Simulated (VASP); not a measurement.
# Ti (R-3m) in VASP: notebook

Runs on Ti. Level: LDA. Tasks: single point.

All numbers are computed with VASP 6.6.1; they aren't measurements. Logs are shortened: lines on timing, memory, paths and dates and some standing lists are left out, and cuts for length are marked.

### Step 1. The cell of the first run

The structure is trigonal, space group R-3m (No. 166). The conventional cell has a = 2.900 Å, b = 2.900 Å, c = 6.891 Å, α = 90.00°, β = 90.00°, γ = 120.00°. Ti (site symmetry -3m) has 12 Ti at 2.84 to 2.90 Å within 3.7 Å.

### Step 2. Single point, LDA (equal xy, yz and zx shear strains of -2 %)

Input file INCAR:

```
PREC = Accurate ; ENCUT = 520
EDIFF = 1E-6 ; ISMEAR = -1
SIGMA = 0.05 ; LREAL = False
LASPH = True ; NELM = 60
ALGO = Normal ; ISIF = 2
LWAVE = False ; LCHARG = False
NBANDS = 12
```

Input file KPOINTS:

```
regular mesh
0
Gamma
  15 15 15
```

Input file POSCAR:

```
Ti
1.0
   -0.0406000000      2.0097000000      2.0097000000
    2.0097000000     -0.0406000000      2.0097000000
    2.0097000000      2.0097000000     -0.0406000000
Ti
1
Direct
    0.0000000000      0.0000000000      0.0000000000
```

Potentials or basis: VASP PAW LDA potentials, release 64 (Ti_sv).

Started as:

```sh
cat potpaw_LDA.64/Ti_sv/POTCAR > POTCAR
mpirun -np 1 vasp_std > vasp.out
```

OUTCAR:

```text
PREC = Accurate
   ENCUT = 520
   EDIFF = 1E-6
   ISMEAR = -1
   LREAL = False
   LASPH = True
   NELM = 60
   ISIF = 2

 ion  position               nearest neighbor table
   1  0.000  0.000  0.000-

  LATTYP: Found a trigonal (rhomboedric) cell.
 ALAT       =     2.8424349667
 COS(alpha) =     0.4797000918

  Lattice vectors:

 A1 = (  -0.0406000000,   2.0097000000,   2.0097000000)
 A2 = (   2.0097000000,  -0.0406000000,   2.0097000000)
 A3 = (   2.0097000000,   2.0097000000,  -0.0406000000)

Analysis of symmetry for initial positions (statically):
=====================================================================
 Subroutine PRICEL returns:
 Original cell was already a primitive cell.

 Routine SETGRP: Setting up the symmetry group for a
 trigonal (rhombohedral) supercell.

 Subroutine GETGRP returns: Found 12 space group operations
 (whereof 12 operations were pure point group operations)
 out of a pool of 12 trial point group operations.

The static configuration has the point symmetry D_3d.

Analysis of symmetry for dynamics (positions and initial velocities):
=====================================================================
 Subroutine PRICEL returns:
 Original cell was already a primitive cell.

 Routine SETGRP: Setting up the symmetry group for a
 trigonal (rhombohedral) supercell.

 Subroutine GETGRP returns: Found 12 space group operations
 (whereof 12 operations were pure point group operations)
 out of a pool of 12 trial point group operations.

The dynamic configuration has the point symmetry D_3d.

 Subroutine INISYM returns: Found 12 space group operations
 (whereof 12 operations are pure point group operations),
 and found     1 'primitive' translations

----------------------------------------------------------------------------------------

                                     Primitive cell

  volume of cell :      16.7258

  direct lattice vectors                    reciprocal lattice vectors
    -0.040600000  2.009700000  2.009700000    -0.241378315  0.246355187  0.246355187
     2.009700000 -0.040600000  2.009700000     0.246355187 -0.241378315  0.246355187
     2.009700000  2.009700000 -0.040600000     0.246355187  0.246355187 -0.241378315

  length of vectors
     2.842434967  2.842434967  2.842434967     0.423845783  0.423845783  0.423845783

  position of ions in fractional coordinates (direct lattice)
     0.000000000  0.000000000  0.000000000

  ion indices of the primitive-cell ions
   primitive index   ion index
                 1           1

----------------------------------------------------------------------------------------

 KPOINTS: regular mesh

Automatic generation of k-mesh.
 Grid dimensions read from file:
 generate k-points for:   15   15   15

 Generating k-lattice:

  Cartesian coordinates                     Fractional coordinates (reciprocal lattice)
    -0.016091888  0.016423679  0.016423679     0.066666667  0.000000000  0.000000000
     0.016423679 -0.016091888  0.016423679     0.000000000  0.066666667  0.000000000
     0.016423679  0.016423679 -0.016091888     0.000000000  0.000000000  0.066666667

  Length of vectors
     0.028256386  0.028256386  0.028256386

  Shift w.r.t. Gamma in fractional coordinates (k-lattice)
     0.000000000  0.000000000  0.000000000

 Subroutine IBZKPT returns following result:
 ===========================================

 Found    344 irreducible k-points:

 Following reciprocal coordinates:
            Coordinates               Weight
  0.000000  0.000000  0.000000      1.000000
  0.066667 -0.000000 -0.000000      6.000000
  0.133333  0.000000  0.000000      6.000000
  0.200000  0.000000 -0.000000      6.000000
  0.266667  0.000000  0.000000      6.000000
  0.333333  0.000000 -0.000000      6.000000
[... 16 lines left out ...]
  0.133333  0.133333 -0.000000      6.000000
  0.200000  0.133333  0.000000     12.000000
 [... further k-points ...]
   k-points           NKPTS =    344   k-points in BZ     NKDIM =    344   number of bands    NBANDS=     12
   number of dos      NEDOS =    301   number of ions     NIONS =      1
   total plane-waves  NPLWV =  13824
   dimension x,y,z NGX =    24 NGY =   24 NGZ =   24
   dimension x,y,z NGXF=    48 NGYF=   48 NGZF=   48
   ions per type =               1
   NGX,Y,Z   is equivalent  to a cutoff of  14.04, 14.04, 14.04 a.u.
   NGXF,Y,Z  is equivalent  to a cutoff of  28.07, 28.07, 28.07 a.u.
 SYSTEM =  unknown system
   PREC   = accura    normal or accurate (medium, high low for compatibility)
   ISTART =      0    job   : 0-new  1-cont  2-samecut
   ICHARG =      2    charge: 1-file 2-atom 10-const
   ISPIN  =      1    spin polarized calculation?
   LNONCOLLINEAR =      F non collinear calculations
   LSORBIT =      F    spin-orbit coupling
   LASPH  =      T    aspherical Exc in radial PAW
   ENCUT  =  520.0 eV  38.22 Ry    6.18 a.u.   5.29  5.29  5.29*2*pi/ulx,y,z
   NELM   =     60;   NELMIN=  2; NELMDL= -5     # of ELM steps
   EDIFF  = 0.1E-05   stopping-criterion for ELM
   LREAL  =      F    real-space projection
   EDIFFG = 0.1E-04   stopping-criterion for IOM
   NSW    =      0    number of steps for IOM
   IBRION =     -1    ionic relax: 0-MD 1-quasi-New 2-CG
   NFREE  =      0    steps in history (QN), initial steepest desc. (CG)
   ISIF   =      2    stress and relaxation
   ISYM   =      2    0-nonsym 1-usesym 2-fastsym
   POTIM  = 0.5000    time-step for ionic-motion
   TEBEG  =    0.0;   TEEND  =   0.0 temperature during run
   PSTRESS=    0.0 pullay stress
   NELECT =      12.0000    total number of electrons
   NUPDOWN=      -1.0000    fix difference up-down
   EMIN   =  10.00;   EMAX   =-10.00  energy-range for DOS
   EFERMI =   0.00;   METHOD = LEGACY
   ISMEAR =    -1;   SIGMA  =   0.05  broadening in eV -4-tet -1-fermi 0-gaus
   EFERMI_NEDOS =   21; number of points for ismear=-14 and -15
   IALGO  =     38    algorithm
   IMIX   =      4    mixing-type and parameters
     AMIX     =   0.40;   BMIX     =  1.00
     AMIX_MAG =   1.60;   BMIX_MAG =  1.00
  volume/ion in A,a.u.               =      16.73       112.87
  Fermi-wavevector in a.u.,A,eV,Ry     =   1.465569  2.769524 29.223851  2.147892
  Thomas-Fermi vector in A             =   2.581410
   LORBIT       =      0    0 simple, 1 ext, 2 COOP (PROOUT), +10 PAW based schemes
   GGA     = CA    functional components
   LHFCALC =     F    Hartree Fock is set to
   AEXX    =    0.0000 exact exchange contribution
   IVDW    =     0    specifies the selected vdW correction
   LEPSILON=     F    determine dielectric tensor
   LRPA    =     F    only Hartree local field effects (RPA)
 non-spin polarized calculation
  energy-cutoff  :      520.00
  volume of cell :       16.73
 maximum number of plane-waves:       468
 NGX is ok and might be reduce to    24
   NGX = 11   NGY = 11   NGZ = 11

 number of electron      12.0000001 magnetization

 Free energy of the ion-electron system (eV)
  ---------------------------------------------------
  ext. energy  EPLUGINS =         0.00000000
  ---------------------------------------------------
  free energy    TOTEN  =        -8.49111847 eV

  energy without entropy =       -8.47726793  energy(sigma->0) =       -8.48419320

 E-fermi :   8.3946     XC(G=0): -11.9656

 val. band max:        8.3916995343   @ k =   0.2667   0.1333   0.0667
 cond. band min:       8.3963859324   @ k =   0.4667   0.3333   0.3333
 fundamental gap:      0.0046863981
 Fermi energy:         8.3946167476

 k-point     1 :       0.0000    0.0000    0.0000
  band No.  band energies     occupation
      1     -47.5723      2.00000
      2     -23.7650      2.00000
      3     -23.7650      2.00000
      4     -23.7267      2.00000
      5       2.2872      2.00000
      6       9.1378      0.00000
      7       9.1378      0.00000
      8       9.4706      0.00000
      9      10.9547      0.00000
     10      10.9547      0.00000
     11      23.9264      0.00000
     12      28.2328      0.00000

 k-point     2 :       0.0667   -0.0000   -0.0000
  band No.  band energies     occupation
      1     -47.5661      2.00000
      2     -23.7970      2.00000
      3     -23.7687      2.00000
      4     -23.7337      2.00000
      5       2.4345      2.00000
      6       9.0669      0.00000
      7       9.1842      0.00000
      8       9.5089      0.00000
      9      10.9218      0.00000
     10      10.9242      0.00000
     11      24.0445      0.00000
     12      27.2472      0.00000

 k-point     3 :       0.1333    0.0000    0.0000
  band No.  band energies     occupation
      1     -47.5485      2.00000
      2     -23.8921      2.00000
      3     -23.7790      2.00000
      4     -23.7481      2.00000
      5       2.8606      2.00000
      6       8.8546      0.00020
      7       9.2924      0.00000
      8       9.6245      0.00000
      9      10.8625      0.00000
     10      10.8720      0.00000
     11      24.1204      0.00000
     12      25.6169      0.00000
[... 286 lines left out ...]
 k-point    23 :       0.1333    0.1333   -0.0000
  band No.  band energies     occupation
      1     -47.5394      2.00000
      2     -23.8835      2.00000
      3     -23.8125      2.00000
      4     -23.7827      2.00000
      5       3.0576      2.00000
      6       8.6831      0.00622
      7       9.5078      0.00000
      8       9.7192      0.00000
      9      10.4113      0.00000
     10      11.1257      0.00000
     11      24.5875      0.00000
     12      26.3108      0.00000

 k-point    24 :       0.2000    0.1333    0.0000
  band No.  band energies     occupation
      1     -47.5195      2.00000
      2     -23.9789      2.00000
      3     -23.8272      2.00000
      4     -23.8046      2.00000
      5       3.5432      2.00000
      6       8.4205      0.74641
      7       9.6062      0.00000
      8       9.9038      0.00000
      9      10.2711      0.00000
     10      11.2196      0.00000
     11      24.3455      0.00000
     12      25.3116      0.00000

 [... further k-points ...]

------------------------ aborting loop because EDIFF is reached ----------------------------------------

  FORCE on cell =-STRESS in cart. coord.  units (eV):
  Direction    XX          YY          ZZ          XY          YZ          ZX
  --------------------------------------------------------------------------------------
  -------------------------------------------------------------------------------------
  Total       -0.5152095     -0.5152095     -0.5152095      0.1070779      0.1070779      0.1070779
  in kB      -49.3523090    -49.3523090    -49.3523090     10.2570755     10.2570755     10.2570755
  external PRESSURE =     -49.3523090 kB  Pullay stress =       0.0000000 kB

 VOLUME and BASIS-vectors are now :
 -----------------------------------------------------------------------------
  energy-cutoff  :      520.00
  volume of cell :       16.73
      direct lattice vectors                 reciprocal lattice vectors
    -0.040600000  2.009700000  2.009700000    -0.241378315  0.246355187  0.246355187
     2.009700000 -0.040600000  2.009700000     0.246355187 -0.241378315  0.246355187
     2.009700000  2.009700000 -0.040600000     0.246355187  0.246355187 -0.241378315

 POSITION                                       TOTAL-FORCE (eV/Angst)
 -----------------------------------------------------------------------------------
      0.00000      0.00000      0.00000        -0.000000      0.000000     -0.000000
 -----------------------------------------------------------------------------------
    total drift:                               -0.000000     -0.000000     -0.000000

  FREE ENERGIE OF THE ION-ELECTRON SYSTEM (eV)
  ---------------------------------------------------
  free  energy   TOTEN  =        -8.4911184734 eV

  energy  without entropy=       -8.4772679299  energy(sigma->0) =       -8.48419320
```

Wall time 2.9 min (1 thread of AMD EPYC 7R13, shared host); peak memory 0.15 GiB.

What came out:

```yaml
Free_energy: -8.4911 eV
Pressure: -4.9 GPa
Band_gap_on_the_k_mesh: zero (band 6 reaches 9.21 eV, above the bottom of band 7 at 8.06 eV)
```

Levels at points of the mesh, in eV from the Fermi level:
```
           k point  band 4  band 5  band 6  band 7  band 8  band 9
(0.00, 0.00, 0.00)  -32.12   -6.11    0.74    0.74    1.08    2.56
```

Caveat: the cell differs from its parent crystal (equal xy, yz and zx shear strains of -2 %).

### Step 3. Single point, LDA (equal xy, yz and zx shear strains of +1 %)

Input file INCAR:

```
SYSTEM = Ti
PREC = Accurate
ENCUT = 520
EDIFF = 1E-6
ISMEAR = -1
SIGMA = 0.05
LREAL = .FALSE.
LASPH = .TRUE.
NELM = 100
ALGO = Normal
ISIF = 2
LWAVE = .FALSE.
LCHARG = .FALSE.
NBANDS = 12
```

Input file KPOINTS:

```
regular mesh
0
G
  15 15 15
  0 0 0
```

Input file POSCAR:

```
Ti
1.0
    0.0203000000      2.0401500000      2.0401500000
    2.0401500000      0.0203000000      2.0401500000
    2.0401500000      2.0401500000      0.0203000000
Ti
1
Direct
    0.0000000000      0.0000000000      0.0000000000
```

Potentials or basis: VASP PAW LDA potentials, release 64 (Ti_sv).

Started as:

```sh
cat potpaw_LDA.64/Ti_sv/POTCAR > POTCAR
mpirun -np 1 vasp_std > vasp.out
```

OUTCAR:

```text
SYSTEM = Ti
   PREC = Accurate
   ENCUT = 520
   EDIFF = 1E-6
   ISMEAR = -1
   LREAL = .FALSE.
   LASPH = .TRUE.
   NELM = 100
   ISIF = 2

 ion  position               nearest neighbor table
   1  0.000  0.000  0.000-

  LATTYP: Found a trigonal (rhomboedric) cell.
 ALAT       =     2.8852792127
 COS(alpha) =     0.5099250056

  Lattice vectors:

 A1 = (   0.0203000000,   2.0401500000,   2.0401500000)
 A2 = (   2.0401500000,   0.0203000000,   2.0401500000)
 A3 = (   2.0401500000,   2.0401500000,   0.0203000000)

[... 537 lines left out ...]
     12      25.1775      0.00000

 [... further k-points ...]

------------------------ aborting loop because EDIFF is reached ----------------------------------------

  FORCE on cell =-STRESS in cart. coord.  units (eV):
  Direction    XX          YY          ZZ          XY          YZ          ZX
  --------------------------------------------------------------------------------------
  -------------------------------------------------------------------------------------
  Total       -0.5179398     -0.5179398     -0.5179398     -0.0503659     -0.0503659     -0.0503659
  in kB      -49.6025736    -49.6025736    -49.6025736     -4.8234894     -4.8234894     -4.8234894
  external PRESSURE =     -49.6025736 kB  Pullay stress =       0.0000000 kB

 VOLUME and BASIS-vectors are now :
 -----------------------------------------------------------------------------
  energy-cutoff  :      520.00
  volume of cell :       16.73
      direct lattice vectors                 reciprocal lattice vectors
     0.020300000  2.040150000  2.040150000    -0.248768595  0.246317673  0.246317673
     2.040150000  0.020300000  2.040150000     0.246317673 -0.248768595  0.246317673
     2.040150000  2.040150000  0.020300000     0.246317673  0.246317673 -0.248768595

 POSITION                                       TOTAL-FORCE (eV/Angst)
 -----------------------------------------------------------------------------------
      0.00000      0.00000      0.00000         0.000000      0.000000      0.000000
 -----------------------------------------------------------------------------------
    total drift:                                0.000000      0.000000      0.000000

  FREE ENERGIE OF THE ION-ELECTRON SYSTEM (eV)
  ---------------------------------------------------
  free  energy   TOTEN  =        -8.4933919576 eV

  energy  without entropy=       -8.4791831184  energy(sigma->0) =       -8.48628754
```

OSZICAR:

```text
N       E                     dE             d eps       ncg     rms          rms(c)
DAV:   1     0.868903148494E+02    0.86890E+02   -0.65179E+03  8292   0.121E+03
DAV:   2    -0.524627342548E+01   -0.92137E+02   -0.89675E+02  8392   0.297E+02
DAV:   3    -0.940322601392E+01   -0.41570E+01   -0.41179E+01 11492   0.641E+01
DAV:   4    -0.949100638574E+01   -0.87780E-01   -0.87702E-01  9284   0.816E+00
DAV:   5    -0.949320186193E+01   -0.21955E-02   -0.21954E-02  9904   0.112E+00    0.844E+00
DAV:   6    -0.850379016495E+01    0.98941E+00   -0.20410E+00  9008   0.209E+01    0.222E+00
DAV:   7    -0.848631148231E+01    0.17479E-01   -0.95830E-02 10100   0.330E+00    0.126E+00
DAV:   8    -0.849308095578E+01   -0.67695E-02   -0.40151E-02  8496   0.261E+00    0.164E-01
DAV:   9    -0.849336012360E+01   -0.27917E-03   -0.31200E-03 10460   0.645E-01    0.805E-02
DAV:  10    -0.849340364970E+01   -0.43526E-04   -0.31724E-04  8688   0.210E-01    0.118E-02
DAV:  11    -0.849339310817E+01    0.10542E-04   -0.21068E-05  9760   0.652E-02    0.119E-02
DAV:  12    -0.849339194229E+01    0.11659E-05   -0.40865E-06  8852   0.260E-02    0.153E-03
DAV:  13    -0.849339195756E+01   -0.15262E-07   -0.79487E-08  4868   0.318E-03
   1 F= -.84933920E+01 E0= -.84862875E+01  d E =-.142088E-01
```

stdout:

```text
POSCAR found type information on POSCAR Ti
 POSCAR found :  1 types and       1 ions
 scaLAPACK will be used
 LDA part: xc-table for (Slater(with rela. corr.)+CA(PZ))
 , standard interpolation
 POSCAR, INCAR and KPOINTS ok, starting setup
 FFT: planning ... GRIDC
 FFT: planning ... GRID_SOFT
 FFT: planning ... GRID
 WAVECAR not read
 entering main loop
```

It took 3.2 min on 1 thread of AMD EPYC 7R13, shared host; peak memory 0.15 GiB.

Results:

| Property | Result |
| --- | --- |
| Free energy | -8.4934 eV |
| Pressure | -5.0 GPa |
| Band gap on the k mesh | zero (band 6 reaches 9.16 eV, above the bottom of band 7 at 8.08 eV) |

Stress tensor (GPa, compression positive):
```
-4.96 -0.48 -0.48
-0.48 -4.96 -0.48
-0.48 -0.48 -4.96
```

Caveat: the cell differs from its parent crystal (equal xy, yz and zx shear strains of +1 %).

### Step 4. Single point, LDA (equal xy, yz and zx shear strains of +3 %)

Input file INCAR:

```
PREC = Accurate
ENCUT = 520
EDIFF = 1E-6
ISMEAR = -1
SIGMA = 0.05
LREAL = False
LASPH = True
NELM = 60
ALGO = Normal
ISIF = 2
LWAVE = False
LCHARG = True
LELF = True
LVHAR = True
NBANDS = 12
```

Input file KPOINTS:

```
Automatic mesh
0
Gamma
  15 15 15
```

Input file POSCAR:

```
Ti
1.0
    0.0609000000      2.0604500000      2.0604500000
    2.0604500000      0.0609000000      2.0604500000
    2.0604500000      2.0604500000      0.0609000000
Ti
1
Direct
    0.0000000000      0.0000000000      0.0000000000
```

Started as:

```sh
cat potpaw_LDA.64/Ti_sv/POTCAR > POTCAR
mpirun -np 1 vasp_std > vasp.out
```

Run time: 3.2 min. Hardware: 1 thread of AMD EPYC 7R13, shared host; peak memory 0.15 GiB.

It converged, with:

```yaml
Free_energy: -8.4876 eV
Pressure: -4.9 GPa
Band_gap_on_the_k_mesh: zero (band 6 reaches 9.11 eV, above the bottom of band 7 at 8.04 eV)
```

Stress tensor (GPa, compression positive):
```
-4.93 -1.50 -1.50
-1.50 -4.93 -1.50
-1.50 -1.50 -4.93
```

Levels at points of the mesh, in eV from the Fermi level:
```csv
k point,band 3,band 4,band 5,band 6,band 7,band 8,band 9,band 10
"(0.00, 0.00, 0.00)",-32.12,-32.12,-6.11,0.54,1.00,1.00,2.57,2.57
```

Caveat: the cell differs from its parent crystal (equal xy, yz and zx shear strains of +3 %).

### Step 5. Overview

```csv
cell,gap on the mesh (eV),pressure (GPa)
"a = 2.842 Å, angles 61.3°, 1 atom",none,-4.9
"a = 2.885 Å, angles 59.3°, 1 atom",none,-5.0
"a = 2.915 Å, angles 58.0°, 1 atom",none,-4.9
```

Alike in all rows: task single point; level LDA; potentials or basis VASP PAW LDA potentials, release 64 (Ti_sv); no spin polarisation; k mesh 15 × 15 × 15; cutoff (eV) 520; smearing fermi-dirac 0.05 eV.

Absolute energies hang on the potentials; compare differences alone.
